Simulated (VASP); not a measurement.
Here is a VASP 6.6.1 calculation.

The input POSCAR:

```
ZnS
1.0
    0.0000000000      2.6945314206      2.6945314206
    2.6945314206      0.0000000000      2.6945314206
    2.6945314206      2.6945314206      0.0000000000
Zn S
1 1
Direct
    0.2500000000      0.2500000000      0.2500000000
    0.0000000000      0.0000000000      0.0000000000
```

INCAR.step1

```
SYSTEM = ZnS
PREC = Accurate
ENCUT = 550
ISMEAR = 0
SIGMA = 0.02
LREAL = .False.
LASPH = .True.
NELM = 120
NBANDS = 16
GGA = PE
ALGO = Normal
EDIFF = 1E-5
LWAVE = .True.
LCHARG = .False.
GGA_COMPAT = .False.
```

File INCAR.step2:

```
SYSTEM = ZnS
PREC = Accurate
ENCUT = 550
EDIFF = 1E-6
ISMEAR = 0
SIGMA = 0.02
LREAL = .False.
LASPH = .True.
NELM = 120
ALGO = Normal
ISIF = 2
LWAVE = .False.
LCHARG = .True.
METAGGA = R2SCAN
LMIXTAU = .True.
LELF = .True.
LVHAR = .True.
NBANDS = 16
ISTART = 1
GGA_COMPAT = .False.
```

The input KPOINTS:

```
regular mesh
0
Gamma
  10 10 10
  0 0 0
```

Potentials or basis: VASP PAW PBE potentials, release 64 (Zn, S).

Command:

```bash
$ cat potpaw_PBE.64/Zn/POTCAR potpaw_PBE.64/S/POTCAR > POTCAR
$ cp INCAR.step1 INCAR
$ mpirun -np 1 vasp_std > vasp.out
$ cp INCAR.step2 INCAR
$ mpirun -np 1 vasp_std > vasp.out
```

Task: Predict the band gap on the k mesh.

Result: 2.71 eV.

Task: What does it give for the pressure?

Result: 0.0 GPa.

Caveat: the PAW data sets were made with another functional, which shifts forces and pressure a little.

**Measured values to compare with.**

From “Electronic, vibrational, and thermodynamic properties of ZnS (zincblende and rocksalt structure)”, 2009, arxiv:0911.5022, for a bulk crystal of ZnS at 19 K: band gap 3.85 eV (direct).

A measured gap of ZnS is 3.85 eV (direct; 19 K; quoted in “Electronic, vibrational, and thermodynamic properties of ZnS (zincblende and rocksalt structure)”, 2009, arxiv:0911.5022); the calculated 2.71 eV misses it by -1.14 eV. The value is that of r2SCAN, without temperature or zero-point motion.
